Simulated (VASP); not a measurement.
# Ag (P6_3/mmc) in VASP: notebook, part 2 of 2

VASP 6.6.1. Earlier steps stand in the parts before.

### 5 Single point, PBEsol (biaxial strain in the a-b plane: -2.0 %, then relaxed in part)

INCAR reads:

```
ALGO = Fast ; EDIFF = 1E-7
ENCUT = 520 ; GGA = PS
ISIF = 2 ; ISMEAR = 0
LASPH = True ; LCHARG = False
LREAL = False ; LWAVE = False
NBANDS = 18 ; NELM = 100
PREC = Accurate ; SIGMA = 0.1
```

KPOINTS reads:

```
k-points
0
Gamma
  24 24 12
```

POSCAR reads:

```
Ag
1.0
    2.8096519428      0.0000000000      0.0000000000
   -1.4048259714      2.4332299583      0.0000000000
    0.0000000000      0.0000000000      4.7715444008
Ag
2
Direct
    0.3333333333      0.6666666667      0.2500000000
    0.6666666667      0.3333333333      0.7500000000
```

Potentials or basis: VASP PAW PBE potentials, release 64 (Ag).

The run is started by

```
$ cat potpaw_PBE.64/Ag/POTCAR > POTCAR
$ mpirun -np 1 vasp_std > vasp.out
```

OUTCAR:

```text
EDIFF = 1E-7
   ENCUT = 520
   GGA = PS
   ISIF = 2
   ISMEAR = 0
   LASPH = True
   LREAL = False
   NELM = 100
   PREC = Accurate

 ion  position               nearest neighbor table
   1  0.333  0.667  0.250-   2 2.89   2 2.89   2 2.89   2 2.89   2 2.89   2 2.89
   2  0.667  0.333  0.750-   1 2.89   1 2.89   1 2.89   1 2.89   1 2.89   1 2.89

  LATTYP: Found a hexagonal cell.
 ALAT       =     2.8096519428
 C/A-ratio  =     1.6982688596

  Lattice vectors:

 A1 = (   2.8096519428,   0.0000000000,   0.0000000000)
 A2 = (  -1.4048259714,   2.4332299583,   0.0000000000)
 A3 = (   0.0000000000,   0.0000000000,   4.7715444008)

Analysis of symmetry for initial positions (statically):
=====================================================================
 Subroutine PRICEL returns:
 Original cell was already a primitive cell.

 Routine SETGRP: Setting up the symmetry group for a
 hexagonal supercell.

 Subroutine GETGRP returns: Found 24 space group operations
 (whereof 12 operations were pure point group operations)
 out of a pool of 24 trial point group operations.

The static configuration has the point symmetry D_3d.
 The point group associated with its full space group is D_6h.

Analysis of symmetry for dynamics (positions and initial velocities):
=====================================================================
 Subroutine PRICEL returns:
 Original cell was already a primitive cell.

 Routine SETGRP: Setting up the symmetry group for a
 hexagonal supercell.

 Subroutine GETGRP returns: Found 24 space group operations
 (whereof 12 operations were pure point group operations)
 out of a pool of 24 trial point group operations.

The dynamic configuration has the point symmetry D_3d.
 The point group associated with its full space group is D_6h.

 Subroutine INISYM returns: Found 24 space group operations
 (whereof 12 operations are pure point group operations),
 and found     1 'primitive' translations

----------------------------------------------------------------------------------------

                                     Primitive cell

  volume of cell :      32.6208

  direct lattice vectors                    reciprocal lattice vectors
     2.809651943  0.000000000  0.000000000     0.355915971  0.205488182  0.000000000
    -1.404825971  2.433229958  0.000000000     0.000000000  0.410976364  0.000000000
     0.000000000  0.000000000  4.771544401     0.000000000  0.000000000  0.209575751

  length of vectors
     2.809651943  2.809651943  4.771544401     0.410976364  0.410976364  0.209575751

  position of ions in fractional coordinates (direct lattice)
     0.333333333  0.666666667  0.250000000
     0.666666667  0.333333333  0.750000000

  ion indices of the primitive-cell ions
   primitive index   ion index
                 1           1
                 2           2

----------------------------------------------------------------------------------------

 KPOINTS: k-points

Automatic generation of k-mesh.
 Grid dimensions read from file:
 generate k-points for:   24   24   12

 Generating k-lattice:

  Cartesian coordinates                     Fractional coordinates (reciprocal lattice)
     0.014829832  0.008562008  0.000000000     0.041666667 -0.000000000  0.000000000
     0.000000000  0.017124015  0.000000000     0.000000000  0.041666667  0.000000000
     0.000000000  0.000000000  0.017464646     0.000000000  0.000000000  0.083333333

  Length of vectors
     0.017124015  0.017124015  0.017464646

  Shift w.r.t. Gamma in fractional coordinates (k-lattice)
     0.000000000  0.000000000  0.000000000

 Subroutine IBZKPT returns following result:
 ===========================================

 Found    427 irreducible k-points:

 Following reciprocal coordinates:
            Coordinates               Weight
  0.000000  0.000000  0.000000      1.000000
  0.041667  0.000000  0.000000      6.000000
  0.083333  0.000000  0.000000      6.000000
  0.125000 -0.000000  0.000000      6.000000
  0.166667 -0.000000  0.000000      6.000000
  0.208333 -0.000000  0.000000      6.000000
[... 16 lines left out ...]
  0.416667  0.041667  0.000000     12.000000
  0.458333  0.041667  0.000000     12.000000
 [... further k-points ...]
   k-points           NKPTS =    427   k-points in BZ     NKDIM =    427   number of bands    NBANDS=     18
   number of dos      NEDOS =    301   number of ions     NIONS =      2
   total plane-waves  NPLWV =  20736
   dimension x,y,z NGX =    24 NGY =   24 NGZ =   36
   dimension x,y,z NGXF=    48 NGYF=   48 NGZF=   72
   ions per type =               2
   NGX,Y,Z   is equivalent  to a cutoff of  14.20, 14.20, 12.54 a.u.
   NGXF,Y,Z  is equivalent  to a cutoff of  28.40, 28.40, 25.09 a.u.
 SYSTEM =  unknown system
   PREC   = accura    normal or accurate (medium, high low for compatibility)
   ISTART =      0    job   : 0-new  1-cont  2-samecut
   ICHARG =      2    charge: 1-file 2-atom 10-const
   ISPIN  =      1    spin polarized calculation?
   LNONCOLLINEAR =      F non collinear calculations
   LSORBIT =      F    spin-orbit coupling
   LASPH  =      T    aspherical Exc in radial PAW
   ENCUT  =  520.0 eV  38.22 Ry    6.18 a.u.   5.22  5.22  8.87*2*pi/ulx,y,z
   NELM   =    100;   NELMIN=  2; NELMDL= -5     # of ELM steps
   EDIFF  = 0.1E-06   stopping-criterion for ELM
   LREAL  =      F    real-space projection
   EDIFFG = 0.1E-05   stopping-criterion for IOM
   NSW    =      0    number of steps for IOM
   IBRION =     -1    ionic relax: 0-MD 1-quasi-New 2-CG
   NFREE  =      0    steps in history (QN), initial steepest desc. (CG)
   ISIF   =      2    stress and relaxation
   ISYM   =      2    0-nonsym 1-usesym 2-fastsym
   POTIM  = 0.5000    time-step for ionic-motion
   TEBEG  =    0.0;   TEEND  =   0.0 temperature during run
   PSTRESS=    0.0 pullay stress
   NELECT =      22.0000    total number of electrons
   NUPDOWN=      -1.0000    fix difference up-down
   EMIN   =  10.00;   EMAX   =-10.00  energy-range for DOS
   EFERMI =   0.00;   METHOD = LEGACY
   ISMEAR =     0;   SIGMA  =   0.10  broadening in eV -4-tet -1-fermi 0-gaus
   EFERMI_NEDOS =   21; number of points for ismear=-14 and -15
   IALGO  =     68    algorithm
   IMIX   =      4    mixing-type and parameters
     AMIX     =   0.40;   BMIX     =  1.00
     AMIX_MAG =   1.60;   BMIX_MAG =  1.00
  volume/ion in A,a.u.               =      16.31       110.07
  Fermi-wavevector in a.u.,A,eV,Ry     =   1.435657  2.712999 28.043137  2.061112
  Thomas-Fermi vector in A             =   2.554932
   LORBIT       =      0    0 simple, 1 ext, 2 COOP (PROOUT), +10 PAW based schemes
   GGA     = PS    functional components
   LHFCALC =     F    Hartree Fock is set to
   AEXX    =    0.0000 exact exchange contribution
   IVDW    =     0    specifies the selected vdW correction
   LEPSILON=     F    determine dielectric tensor
   LRPA    =     F    only Hartree local field effects (RPA)
 non-spin polarized calculation
 RMM-DIIS sequential band-by-band and
 Gauss-broadening in eV      SIGMA  =   0.10
  energy-cutoff  :      520.00
  volume of cell :       32.62
 maximum number of plane-waves:       896
 NGX is ok and might be reduce to    24
   NGX = 11   NGY = 11   NGZ = 17

 number of electron      22.0000003 magnetization

 Free energy of the ion-electron system (eV)
  ---------------------------------------------------
  ext. energy  EPLUGINS =         0.00000000
  ---------------------------------------------------
  free energy    TOTEN  =        -6.59331607 eV

  energy without entropy =       -6.59035303  energy(sigma->0) =       -6.59183455

 E-fermi :   8.8954     XC(G=0): -12.6770

 val. band max:        8.8867258799   @ k =   0.1250  -0.0000   0.0833
 cond. band min:       8.9051105817   @ k =   0.4583   0.0417   0.1667
 fundamental gap:      0.0183847018
 Fermi energy:         8.8953513530

 k-point     1 :       0.0000    0.0000    0.0000
  band No.  band energies     occupation
      1       0.6980      2.00000
      2       2.1369      2.00000
      3       3.7416      2.00000
      4       4.0098      2.00000
      5       4.0098      2.00000
      6       4.2351      2.00000
[... 10 lines left out ...]
     17      28.2805      0.00000
     18      28.2805      0.00000
[... 463 lines left out ...]
 k-point    24 :       0.4583    0.0417    0.0000
  band No.  band energies     occupation
      1       2.2507      2.00000
      2       2.5981      2.00000
      3       2.6403      2.00000
      4       4.0600      2.00000
      5       4.1644      2.00000
      6       4.4213      2.00000
[... 10 lines left out ...]
     17      19.9178      0.00000
     18      24.8495      0.00000

 [... further k-points ...]

------------------------ aborting loop because EDIFF is reached ----------------------------------------

  FORCE on cell =-STRESS in cart. coord.  units (eV):
  Direction    XX          YY          ZZ          XY          YZ          ZX
  --------------------------------------------------------------------------------------
  -------------------------------------------------------------------------------------
  Total        0.8934884      0.8934884     -0.0487406      0.0000000      0.0000000      0.0000000
  in kB       43.8838632     43.8838632     -2.3939042      0.0000000      0.0000000      0.0000000
  external PRESSURE =      28.4579407 kB  Pullay stress =       0.0000000 kB

 VOLUME and BASIS-vectors are now :
 -----------------------------------------------------------------------------
  energy-cutoff  :      520.00
  volume of cell :       32.62
      direct lattice vectors                 reciprocal lattice vectors
     2.809651943  0.000000000  0.000000000     0.355915971  0.205488182  0.000000000
    -1.404825971  2.433229958  0.000000000     0.000000000  0.410976364  0.000000000
     0.000000000  0.000000000  4.771544401     0.000000000  0.000000000  0.209575751

 POSITION                                       TOTAL-FORCE (eV/Angst)
 -----------------------------------------------------------------------------------
     -0.00000      1.62215      1.19289        -0.000000      0.000000      0.000000
      1.40483      0.81108      3.57866         0.000000     -0.000000      0.000000
 -----------------------------------------------------------------------------------
    total drift:                               -0.000000      0.000000     -0.000000

  FREE ENERGIE OF THE ION-ELECTRON SYSTEM (eV)
  ---------------------------------------------------
  free  energy   TOTEN  =        -6.5933160692 eV

  energy  without entropy=       -6.5903530326  energy(sigma->0) =       -6.59183455
```

stdout:

```text
POSCAR found type information on POSCAR Ag
 POSCAR found :  1 types and       2 ions
 scaLAPACK will be used
 -----------------------------------------------------------------------------
|                                                                             |
|                                                                             |
|     You enforced a specific xc type in the INCAR file but a different       |
|     I HOPE YOU KNOW WHAT YOU ARE DOING!                                     |
|                                                                             |
 -----------------------------------------------------------------------------

 LDA part: xc-table for (Slater+PW92), standard interpolation
 POSCAR, INCAR and KPOINTS ok, starting setup
 FFT: planning ... GRIDC
 FFT: planning ... GRID_SOFT
 FFT: planning ... GRID
 WAVECAR not read
 entering main loop
```

Wall time 2.8 min (1 thread of AMD EPYC 9R45 (Zen 5), shared host); peak memory 0.29 GiB.

What came out:

```yaml
Free_energy: -6.5933 eV
Pressure: 2.8 GPa
Band_gap_on_the_k_mesh: zero (bands 11 and 12 overlap by 7.80 eV)
```

Levels at points of the mesh, in eV from the Fermi level:
| k point | band 7 | band 8 | band 9 | band 10 | band 11 | band 12 | band 13 | band 14 | band 15 | band 16 |
| --- | --- | --- | --- | --- | --- | --- | --- | --- | --- | --- |
| (0.00, 0.00, 0.00) | -4.66 | -4.08 | -4.08 | -3.13 | -3.13 | -0.91 | 3.26 | 16.00 | 16.92 | 18.12 |
| (0.50, 0.00, 0.00) | -3.90 | -2.99 | -2.87 | -2.75 | 0.15 | 1.77 | 6.82 | 7.09 | 9.51 | 10.47 |
| (0.00, 0.00, 0.50) | -4.85 | -4.85 | -3.46 | -3.46 | -3.46 | -3.46 | 10.57 | 10.57 | 16.37 | 16.37 |
| (0.50, 0.00, 0.50) | -3.20 | -3.20 | -2.80 | -2.80 | 0.67 | 0.67 | 4.91 | 4.91 | 13.80 | 13.80 |

Caveat: the cell differs from its parent crystal (biaxial strain in the a-b plane: -2.0 %, then relaxed in part); the PAW data sets were made with another functional, which shifts forces and pressure a little.

### 6 Summary

```csv
cell,further INCAR settings,gap on the mesh (eV),pressure (GPa)
"a = 2.781, b = 2.781, c = 4.775 Å, angles 90.0, 90.0, 120.0°, 2 atoms",ALGO = Fast; EDIFF = 1e-07; NBANDS = 18,none,5.8
"a = 2.781, b = 2.781, c = 4.813 Å, angles 90.0, 90.0, 120.0°, 2 atoms",ALGO = Fast; EDIFF = 1e-07; NBANDS = 18,none,4.8
"a = 2.810, b = 2.810, c = 4.747 Å, angles 90.0, 90.0, 120.0°, 2 atoms",ALGO = Fast; EDIFF = 1e-06; NBANDS = 18,none,3.4
"a = 2.810, b = 2.810, c = 4.772 Å, angles 90.0, 90.0, 120.0°, 2 atoms",ALGO = Fast; EDIFF = 1e-07; NBANDS = 18,none,2.8
```

Alike in all rows: task single point; level PBEsol; potentials or basis VASP PAW PBE potentials, release 64 (Ag); no spin polarisation; k mesh 24 × 24 × 12; cutoff (eV) 520; smearing gaussian 0.1 eV.

Caveats: the PAW data sets were made with another functional, which shifts forces and pressure a little; the stress differs along the axes, from 1 to 8 GPa (at least some runs); the stress differs along the axes, from -0 to 7 GPa (at least some runs); the cell stands under pressure (at least some runs).

Total energies depend on the potentials used, so only differences within one code and one set of settings carry meaning.

The gap in the log of VASP goes by the Fermi energy; the results here count the filled bands.